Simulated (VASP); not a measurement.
# CuSi16 (a cell with a defect) in VASP: a series of runs

The runs below take CuSi16 (a cell with a defect) through single point, with PBE.

Everything below comes from runs of VASP 6.6.1. Logs are shortened: lines on timing, memory, paths and dates and some standing lists are left out, and cuts for length are marked.

**1. The cell of the first run**

The cell holds a defect, 17 atoms: a = 7.679 Å, b = 7.679 Å, c = 7.679 Å, α = 60.00°, β = 60.00°, γ = 60.00°.

**2. Single point, PBE**

Contents of INCAR:

```
SYSTEM = CuSi16
PREC = Accurate ; ENCUT = 520
EDIFF = 1E-6 ; ISMEAR = 0
SIGMA = 0.05 ; LREAL = Auto
LASPH = .True. ; NELM = 100
ALGO = Normal ; ISIF = 2
LWAVE = .False. ; LCHARG = .False.
GGA = PE ; NELECT = 74.0
NBANDS = 52
```

Contents of KPOINTS:

```
Automatic mesh
0
Gamma
  2 2 2
  0 0 0
```

Contents of POSCAR:

```
CuSi16
1.0
    0.0000000000      5.4300000000      5.4300000000
    5.4300000000      0.0000000000      5.4300000000
    5.4300000000      5.4300000000      0.0000000000
Si Cu
16 1
Direct
    0.0014560305      0.0073106718     -0.0090495743
    0.1278103955      0.1218348910      0.1220779906
   -0.0043437959     -0.0072842888      0.4945343423
    0.1210958184      0.1130130011      0.6198796422
    0.0134269348      0.4960379562     -0.0020521063
    0.1420469982      0.6170085941      0.1221673938
    0.0054375913      0.4871236446      0.5052414642
    0.1260708832      0.6187355967      0.6254846599
    0.5001384366      0.0123474192     -0.0006947998
    0.6177693922      0.1515070928      0.1167744455
    0.4921160729      0.0069136811      0.5008634185
    0.6232474162      0.1216234834      0.6269712283
    0.5098876273      0.5230942064      0.0095552617
    0.6398869639      0.6355032342      0.1390157924
    0.4985369008      0.4958391994      0.5126115116
    0.6226583433      0.6164675809      0.6416912678
    0.7785756908      0.7859025357      0.2782332615
```

Potentials or basis: VASP PAW PBE potentials, release 64 (Si, Cu).

On the command line:

```sh
> cat potpaw_PBE.64/Si/POTCAR potpaw_PBE.64/Cu/POTCAR > POTCAR
> mpirun -np 1 vasp_std > vasp.out
```

OUTCAR:

```text
SYSTEM = CuSi16
   PREC = Accurate
   ENCUT = 520
   EDIFF = 1E-6
   ISMEAR = 0
   LREAL = Auto
   LASPH = .True.
   NELM = 100
   ISIF = 2
   GGA = PE
   NELECT = 74.0

 ion  position               nearest neighbor table
   1  0.001  0.007  0.991-   4 2.33   2 2.33  10 2.41   6 2.45  17 2.46
   2  0.128  0.122  0.122-   1 2.33   3 2.34   9 2.34   5 2.35
   3  0.996  0.993  0.495-   4 2.33  12 2.34   2 2.34   8 2.35
   4  0.121  0.113  0.620-   3 2.33  11 2.33   1 2.33   7 2.35
   5  0.013  0.496  0.998-   8 2.34   6 2.34   2 2.35  14 2.35
   6  0.142  0.617  0.122-  13 2.32   5 2.34  17 2.34   7 2.40   1 2.45
   7  0.005  0.487  0.505-   8 2.34   4 2.35  16 2.40   6 2.40  17 2.53
   8  0.126  0.619  0.625-   7 2.34  15 2.34   5 2.34   3 2.35
   9  0.500  0.012  0.999-   2 2.34  12 2.34  10 2.35  14 2.37
  10  0.618  0.152  0.117-  13 2.34   9 2.35  17 2.35   1 2.41  11 2.41
  11  0.492  0.007  0.501-   4 2.33  12 2.33  10 2.41  16 2.45  17 2.46
  12  0.623  0.122  0.627-  11 2.33   3 2.34   9 2.34  15 2.35
  13  0.510  0.523  0.010-   6 2.32  16 2.32  14 2.33  10 2.34
  14  0.640  0.636  0.139-  13 2.33   5 2.35  15 2.35   9 2.37  17 2.69
  15  0.499  0.496  0.513-   8 2.34  16 2.34  12 2.35  14 2.35
  16  0.623  0.616  0.642-  13 2.32  15 2.34  17 2.35   7 2.40  11 2.45
  17  0.779  0.786  0.278-   6 2.34  16 2.35  10 2.35  11 2.46   1 2.46   7 2.53  14 2.69

  LATTYP: Found a face centered cubic cell.
 ALAT       =    10.8600000000

  Lattice vectors:

 A1 = (   0.0000000000,   5.4300000000,   5.4300000000)
 A2 = (   5.4300000000,   0.0000000000,   5.4300000000)
 A3 = (   5.4300000000,   5.4300000000,   0.0000000000)

Analysis of symmetry for initial positions (statically):
=====================================================================
 Subroutine PRICEL returns:
 Original cell was already a primitive cell.

 Routine SETGRP: Setting up the symmetry group for a
 face centered cubic supercell.

 Subroutine GETGRP returns: Found  1 space group operations
 (whereof  1 operations were pure point group operations)
 out of a pool of 48 trial point group operations.

The static configuration has the point symmetry C_1 .

Analysis of symmetry for dynamics (positions and initial velocities):
=====================================================================
 Subroutine PRICEL returns:
 Original cell was already a primitive cell.

 Routine SETGRP: Setting up the symmetry group for a
 face centered cubic supercell.

 Subroutine GETGRP returns: Found  1 space group operations
 (whereof  1 operations were pure point group operations)
 out of a pool of 48 trial point group operations.

The dynamic configuration has the point symmetry C_1 .

 Subroutine INISYM returns: Found  1 space group operations
 (whereof  1 operations are pure point group operations),
 and found     1 'primitive' translations

----------------------------------------------------------------------------------------

                                     Primitive cell

  volume of cell :     320.2060

  direct lattice vectors                    reciprocal lattice vectors
     0.000000000  5.430000000  5.430000000    -0.092081031  0.092081031  0.092081031
     5.430000000  0.000000000  5.430000000     0.092081031 -0.092081031  0.092081031
     5.430000000  5.430000000  0.000000000     0.092081031  0.092081031 -0.092081031

  length of vectors
     7.679179644  7.679179644  7.679179644     0.159489025  0.159489025  0.159489025

  position of ions in fractional coordinates (direct lattice)
     0.001456031  0.007310672  0.990950426
     0.127810395  0.121834891  0.122077991
     0.995656204  0.992715711  0.494534342
     0.121095818  0.113013001  0.619879642
     0.013426935  0.496037956  0.997947894
     0.142046998  0.617008594  0.122167394
[... 9 lines left out ...]
     0.622658343  0.616467581  0.641691268
     0.778575691  0.785902536  0.278233261

  ion indices of the primitive-cell ions
   primitive index   ion index
                 1           1
                 2           2
                 3           3
                 4           4
                 5           5
                 6           6
[... 9 lines left out ...]
                16          16
                17          17

----------------------------------------------------------------------------------------

 KPOINTS: Automatic mesh

Automatic generation of k-mesh.
 Grid dimensions read from file:
 generate k-points for:    2    2    2

 Generating k-lattice:

  Cartesian coordinates                     Fractional coordinates (reciprocal lattice)
    -0.046040516  0.046040516  0.046040516     0.500000000  0.000000000  0.000000000
     0.046040516 -0.046040516  0.046040516     0.000000000  0.500000000  0.000000000
     0.046040516  0.046040516 -0.046040516     0.000000000  0.000000000  0.500000000

  Length of vectors
     0.079744512  0.079744512  0.079744512

  Shift w.r.t. Gamma in fractional coordinates (k-lattice)
     0.000000000  0.000000000  0.000000000

 Subroutine IBZKPT returns following result:
 ===========================================

 Found      8 irreducible k-points:

 Following reciprocal coordinates:
            Coordinates               Weight
  0.000000  0.000000  0.000000      1.000000
  0.500000  0.000000  0.000000      1.000000
  0.000000  0.500000  0.000000      1.000000
  0.000000  0.000000  0.500000      1.000000
  0.500000  0.500000  0.500000      1.000000
  0.500000  0.500000  0.000000      1.000000
  0.000000  0.500000  0.500000      1.000000
  0.500000  0.000000  0.500000      1.000000
   k-points           NKPTS =      8   k-points in BZ     NKDIM =      8   number of bands    NBANDS=     52
   number of dos      NEDOS =    301   number of ions     NIONS =     17
   total plane-waves  NPLWV = 216000
   dimension x,y,z NGX =    60 NGY =   60 NGZ =   60
   dimension x,y,z NGXF=   120 NGYF=  120 NGZF=  120
   ions per type =              16   1
   NGX,Y,Z   is equivalent  to a cutoff of  12.99, 12.99, 12.99 a.u.
   NGXF,Y,Z  is equivalent  to a cutoff of  25.98, 25.98, 25.98 a.u.
 SYSTEM =  CuSi16
   PREC   = accura    normal or accurate (medium, high low for compatibility)
   ISTART =      0    job   : 0-new  1-cont  2-samecut
   ICHARG =      2    charge: 1-file 2-atom 10-const
   ISPIN  =      1    spin polarized calculation?
   LNONCOLLINEAR =      F non collinear calculations
   LSORBIT =      F    spin-orbit coupling
   LASPH  =      T    aspherical Exc in radial PAW
   ENCUT  =  520.0 eV  38.22 Ry    6.18 a.u.  14.28 14.28 14.28*2*pi/ulx,y,z
   NELM   =    100;   NELMIN=  2; NELMDL= -5     # of ELM steps
   EDIFF  = 0.1E-05   stopping-criterion for ELM
   LREAL  =      T    real-space projection
   EDIFFG = 0.1E-04   stopping-criterion for IOM
   NSW    =      0    number of steps for IOM
   IBRION =     -1    ionic relax: 0-MD 1-quasi-New 2-CG
   NFREE  =      0    steps in history (QN), initial steepest desc. (CG)
   ISIF   =      2    stress and relaxation
   ISYM   =      2    0-nonsym 1-usesym 2-fastsym
   POTIM  = 0.5000    time-step for ionic-motion
   TEBEG  =    0.0;   TEEND  =   0.0 temperature during run
   PSTRESS=    0.0 pullay stress
   NELECT =      74.0000    total number of electrons
   NUPDOWN=      -1.0000    fix difference up-down
   EMIN   =  10.00;   EMAX   =-10.00  energy-range for DOS
   EFERMI =   0.00;   METHOD = LEGACY
   ISMEAR =     0;   SIGMA  =   0.05  broadening in eV -4-tet -1-fermi 0-gaus
   EFERMI_NEDOS =   21; number of points for ismear=-14 and -15
   IALGO  =     38    algorithm
   IMIX   =      4    mixing-type and parameters
     AMIX     =   0.40;   BMIX     =  1.00
     AMIX_MAG =   1.60;   BMIX_MAG =  1.00
  volume/ion in A,a.u.               =      18.84       127.11
  Fermi-wavevector in a.u.,A,eV,Ry     =   1.004636  1.898488 13.732283  1.009294
  Thomas-Fermi vector in A             =   2.137265
   LORBIT       =      0    0 simple, 1 ext, 2 COOP (PROOUT), +10 PAW based schemes
   GGA     = PE    functional components
   LHFCALC =     F    Hartree Fock is set to
   AEXX    =    0.0000 exact exchange contribution
   IVDW    =     0    specifies the selected vdW correction
   LEPSILON=     F    determine dielectric tensor
   LRPA    =     F    only Hartree local field effects (RPA)
 non-spin polarized calculation
 Gauss-broadening in eV      SIGMA  =   0.05
  energy-cutoff  :      520.00
  volume of cell :      320.21
 maximum number of plane-waves:      8646
 NGX is ok and might be reduce to    60
   NGX = 29   NGY = 29   NGZ = 29

 number of electron      73.9999999 magnetization

 Free energy of the ion-electron system (eV)
  ---------------------------------------------------
  ext. energy  EPLUGINS =         0.00000000
  ---------------------------------------------------
  free energy    TOTEN  =       -94.22220962 eV

  energy without entropy =      -94.22156634  energy(sigma->0) =      -94.22188798

 E-fermi :   6.4072     XC(G=0):  -9.6102

 val. band max:        6.3298344220   @ k =   0.0000   0.0000   0.0000
 cond. band min:       6.4845773322   @ k =   0.0000   0.0000   0.0000
 fundamental gap:      0.1547429102
 Fermi energy:         6.4072058820

 k-point     1 :       0.0000    0.0000    0.0000
  band No.  band energies     occupation
      1      -5.8939      2.00000
      2      -3.5320      2.00000
      3      -3.5142      2.00000
      4      -3.4861      2.00000
      5      -3.4651      2.00000
      6      -2.0024      2.00000
[... 41 lines left out ...]
     48       8.4663      0.00000
     49       8.5689      0.00000

 k-point     2 :       0.5000    0.0000    0.0000
  band No.  band energies     occupation
      1      -5.1954      2.00000
      2      -4.9653      2.00000
      3      -3.3063      2.00000
      4      -3.2483      2.00000
      5      -3.1473      2.00000
      6      -3.0391      2.00000
[... 41 lines left out ...]
     48       9.8358      0.00000
     49       9.9608      0.00000

 k-point     3 :       0.0000    0.5000    0.0000
  band No.  band energies     occupation
      1      -5.1894      2.00000
      2      -4.9796      2.00000
      3      -3.3094      2.00000
      4      -3.2189      2.00000
      5      -3.1427      2.00000
      6      -3.0369      2.00000
[... 41 lines left out ...]
     48       9.8220      0.00000
     49       9.9071      0.00000

 k-point     4 :       0.0000    0.0000    0.5000
  band No.  band energies     occupation
      1      -5.1949      2.00000
      2      -4.9662      2.00000
      3      -3.3063      2.00000
      4      -3.2479      2.00000
      5      -3.1467      2.00000
      6      -3.0387      2.00000
[... 41 lines left out ...]
     48       9.8363      0.00000
     49       9.9627      0.00000

 k-point     5 :       0.5000    0.5000    0.5000
  band No.  band energies     occupation
      1      -5.2568      2.00000
      2      -4.8993      2.00000
      3      -3.2382      2.00000
      4      -3.2235      2.00000
      5      -3.1972      2.00000
      6      -3.0682      2.00000
[... 41 lines left out ...]
     48       9.8118      0.00000
     49       9.8447      0.00000

 k-point     6 :       0.5000    0.5000    0.0000
  band No.  band energies     occupation
      1      -4.9325      2.00000
      2      -4.7130      2.00000
      3      -3.8853      2.00000
      4      -3.7737      2.00000
      5      -3.7450      2.00000
      6      -3.7369      2.00000
[... 41 lines left out ...]
     48      10.4679      0.00000
     49      10.4837      0.00000

 k-point     7 :       0.0000    0.5000    0.5000
  band No.  band energies     occupation
      1      -4.9330      2.00000
      2      -4.7123      2.00000
      3      -3.8853      2.00000
      4      -3.7739      2.00000
      5      -3.7444      2.00000
      6      -3.7375      2.00000
[... 41 lines left out ...]
     48      10.4663      0.00000
     49      10.4840      0.00000

 k-point     8 :       0.5000    0.0000    0.5000
  band No.  band energies     occupation
      1      -4.9273      2.00000
      2      -4.7200      2.00000
      3      -3.8849      2.00000
      4      -3.7617      2.00000
      5      -3.7607      2.00000
      6      -3.7301      2.00000
[... 41 lines left out ...]
     48      10.4747      0.00000
     49      10.4833      0.00000
 [bands above 49 left out]

------------------------ aborting loop because EDIFF is reached ----------------------------------------

  FORCE on cell =-STRESS in cart. coord.  units (eV):
  Direction    XX          YY          ZZ          XY          YZ          ZX
  --------------------------------------------------------------------------------------
  -------------------------------------------------------------------------------------
  Total       -1.3437599     -1.9708238     -1.3972013      0.1000513      0.1459759     -0.8099034
  in kB       -6.7236142     -9.8611803     -6.9910125      0.5006148      0.7304025     -4.0524188
  external PRESSURE =      -7.8586023 kB  Pullay stress =       0.0000000 kB

 VOLUME and BASIS-vectors are now :
 -----------------------------------------------------------------------------
  energy-cutoff  :      520.00
  volume of cell :      320.21
      direct lattice vectors                 reciprocal lattice vectors
     0.000000000  5.430000000  5.430000000    -0.092081031  0.092081031  0.092081031
     5.430000000  0.000000000  5.430000000     0.092081031 -0.092081031  0.092081031
     5.430000000  5.430000000  0.000000000     0.092081031  0.092081031 -0.092081031

 POSITION                                       TOTAL-FORCE (eV/Angst)
 -----------------------------------------------------------------------------------
      5.42056      5.38877      0.04760        -0.011345      0.012411     -0.003484
      1.32445      1.35689      1.35557         0.000060     -0.010433      0.006949
      8.07577      8.09173     10.79686         0.001236      0.014909     -0.001843
      3.97961      4.02350      1.27121         0.012685     -0.005671      0.015288
      8.11234      5.49177      2.76639         0.002600      0.005364     -0.007589
      4.01373      1.43468      4.12167        -0.005349      0.003792      0.018088
[... 9 lines left out ...]
      6.83180      6.86542      6.72845         0.023429      0.000076     -0.003909
      5.77826      5.73847      8.49512        -0.014586     -0.021190     -0.011343
 -----------------------------------------------------------------------------------
    total drift:                                0.001933     -0.008475     -0.002622

  FREE ENERGIE OF THE ION-ELECTRON SYSTEM (eV)
  ---------------------------------------------------
  free  energy   TOTEN  =       -94.2222096230 eV

  energy  without entropy=      -94.2215663411  energy(sigma->0) =      -94.22188798
```

Wall time 2.2 min (1 thread of Intel Xeon 6975P-C (Granite Rapids), shared host); peak memory 0.5 GiB.

What came out:

```yaml
Free_energy: -94.2222 eV
Largest_force: 0.028 eV/Å
```

Forces on the atoms (eV/Å):
```
Si  -0.011  0.012 -0.003
Si   0.000 -0.010  0.007
Si   0.001  0.015 -0.002
Si   0.013 -0.006  0.015
Si   0.003  0.005 -0.008
Si  -0.005  0.004  0.018
Si  -0.012  0.009 -0.003
Si  -0.002 -0.006  0.002
Si  -0.001  0.020 -0.002
Si   0.020 -0.015  0.012
Si  -0.002  0.005 -0.010
Si   0.007 -0.013  0.000
Si  -0.013  0.010 -0.011
Si   0.000 -0.017 -0.005
Si  -0.004  0.008  0.006
Si   0.023  0.000 -0.004
Cu  -0.015 -0.021 -0.011
```

Caveat: the k points lie up to 0.50 Å⁻¹ apart; the cell carries a net charge on a neutralising background, which shifts energy and pressure; the cell is charged against a uniform background, so pressure and absolute levels hang on convention.

**3. Single point, PBE**

Contents of INCAR:

```
  ALGO = Normal
  EDIFF = 1E-7
  ENCUT = 520
  GGA = PE
  ISIF = 2
  ISMEAR = 0
  LASPH = T
  LCHARG = F
  LREAL = Auto
  LWAVE = F
  NBANDS = 52
  NELECT = 74.0
  NELM = 60
  PREC = Accurate
  SIGMA = 0.05
```

Contents of KPOINTS:

```
k-points
0
Gamma
  2 2 2
```

Contents of POSCAR:

```
CuSi16
1.0
    0.0000000000      5.4300000000      5.4300000000
    5.4300000000      0.0000000000      5.4300000000
    5.4300000000      5.4300000000      0.0000000000
Si Cu
16 1
Direct
   -0.0070089449     -0.0045441028      0.0157396971
    0.1215859343      0.1274624814      0.1276074466
    0.0070348065      0.0011460379      0.4996294602
    0.1137427301      0.1206038003      0.6446428572
    0.0122999520      0.4999032255     -0.0123446947
    0.1216142349      0.6229455578      0.1277277741
    0.0071232475      0.4918483728      0.4997895102
    0.1518281929      0.6172764259      0.6132839359
    0.4958131620      0.0130675559     -0.0073713866
    0.6190214931      0.1257006267      0.1293316564
    0.4878518952      0.0051251643      0.5018914273
    0.6170194912      0.1417729165      0.6187034016
    0.4958499580      0.4982643710     -0.0073378476
    0.6351680814      0.6393177977      0.0859878508
    0.5231994706      0.5096282659      0.4577180405
    0.6172195717      0.6223637445      0.6187667628
    0.7853470935      0.7768602287      0.6610771981
```

Potentials or basis: VASP PAW PBE potentials, release 64 (Si, Cu).

On the command line:

```sh
> cat potpaw_PBE.64/Si/POTCAR potpaw_PBE.64/Cu/POTCAR > POTCAR
> mpirun -np 1 vasp_std > vasp.out
```

Wall time 2.7 min (1 thread of Intel Xeon 6975P-C (Granite Rapids), shared host); peak memory 0.5 GiB.

Results (log left out):

| Quantity | Value |
| --- | --- |
| Free energy | -94.2229 eV |
| Largest force | 0.014 eV/Å |

Forces on the atoms (eV/Å):
```
Si   0.000 -0.007  0.000
Si   0.000  0.004  0.004
Si   0.005 -0.004 -0.001
Si  -0.007  0.000  0.008
Si   0.002 -0.007 -0.002
Si  -0.004  0.004  0.000
Si  -0.002 -0.005 -0.007
Si  -0.005  0.007  0.011
Si   0.001 -0.002 -0.002
Si   0.000  0.002  0.000
Si   0.002 -0.006 -0.004
Si  -0.001  0.001  0.012
Si   0.003 -0.002 -0.001
Si   0.003  0.013 -0.002
Si   0.006 -0.003 -0.008
Si  -0.010 -0.002  0.002
Cu   0.007  0.007 -0.010
```

Levels at points of the mesh, in eV from the Fermi level:
| k point | band 35 | band 36 | band 37 | band 38 | band 39 | band 40 |
| --- | --- | --- | --- | --- | --- | --- |
| (0.00, 0.00, 0.00) | -0.64 | -0.19 | -0.08 | 0.08 | 0.40 | 0.59 |
| (0.50, 0.00, 0.00) | -0.89 | -0.88 | -0.80 | 0.50 | 1.15 | 1.24 |
| (0.00, 0.50, 0.00) | -0.91 | -0.85 | -0.75 | 0.55 | 1.12 | 1.25 |
| (0.00, 0.00, 0.50) | -0.89 | -0.65 | -0.52 | 0.52 | 1.00 | 1.34 |
| (0.50, 0.50, 0.50) | -0.91 | -0.85 | -0.74 | 0.55 | 1.12 | 1.25 |
| (0.50, 0.50, 0.00) | -1.46 | -1.43 | -1.08 | 0.65 | 0.99 | 1.94 |
| (0.00, 0.50, 0.50) | -1.46 | -1.43 | -1.09 | 0.65 | 0.99 | 1.94 |
| (0.50, 0.00, 0.50) | -1.50 | -1.42 | -1.12 | 0.67 | 0.98 | 1.95 |

Caveat: the k points lie up to 0.50 Å⁻¹ apart; the cell carries a net charge on a neutralising background, which shifts energy and pressure; the cell is charged against a uniform background, so pressure and absolute levels hang on convention.
